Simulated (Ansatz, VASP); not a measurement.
One calculation of SnO, two programs

```
Sn O
1.0
     3.90915    0.00000    0.00000
     0.00000    3.90915    0.00000
     0.00000    0.00000    4.57451
Sn O
2 2
Direct
  0.00000 0.50000 0.23850
  0.50000 0.00000 0.76150
  0.00000 0.00000 0.00000
  0.50000 0.50000 0.00000
```

Alike in both runs: task single point; functional PBE; k mesh 14 × 14 × 12; occupations gaussian, width 0.15 eV; no spin polarisation.

```csv
,VASP,Ansatz
version,VASP 6.6.1,Ansatz 0.2.0
potentials or method,"VASP PAW PBE potentials, release 64 (Sn_d, O), cutoff 520 eV","scalar-relativistic, plane waves, PAW"
valence electrons in the cell,40,40
```

```tsv
	VASP	Ansatz	Ansatz less VASP
gap on the k mesh at the Fermi level (eV)	0.40	0.40	-0.003
least direct gap on the mesh (eV)	1.81	1.82	+0.014
pressure (GPa)	3.1	2.8	-0.23
traceless stress, the component that is largest in VASP (GPa)	2.77	2.80	+0.025
rms of the force components (eV/Å)	0.280	0.247	-0.0328
```

Atom by atom the forces differ by 0.033 eV/Å (rms over components).
